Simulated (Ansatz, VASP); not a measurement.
Zn: VASP beside Ansatz

```
CELL_PARAMETERS angstrom
-1.53367 1.53367 1.53367
1.53367 -1.53367 1.53367
1.53367 1.53367 -1.53367
ATOMIC_POSITIONS crystal
Zn 0.00000 0.00000 0.00000
```

Alike in both runs: functional r2SCAN; k mesh 14 × 14 × 14; occupations fermi-dirac, width 0.1 eV; no spin polarisation.

Ansatz relaxed the structure, and its values are those at the end. VASP's run is a single point on that final structure, the one shown.

```csv
,VASP,Ansatz
version,VASP 6.6.1,Ansatz 0.2.0
potentials or method,"VASP PAW PBE potentials, release 64 (Zn), cutoff 520 eV","plane waves (500 eV) with PAW, scalar-relativistic"
valence electrons in the cell,12,12
```

```csv
,VASP,Ansatz,Ansatz less VASP
pressure (GPa),0.5,0.0,-0.51
```

VASP's potentials were made for PBE, not for r2SCAN.
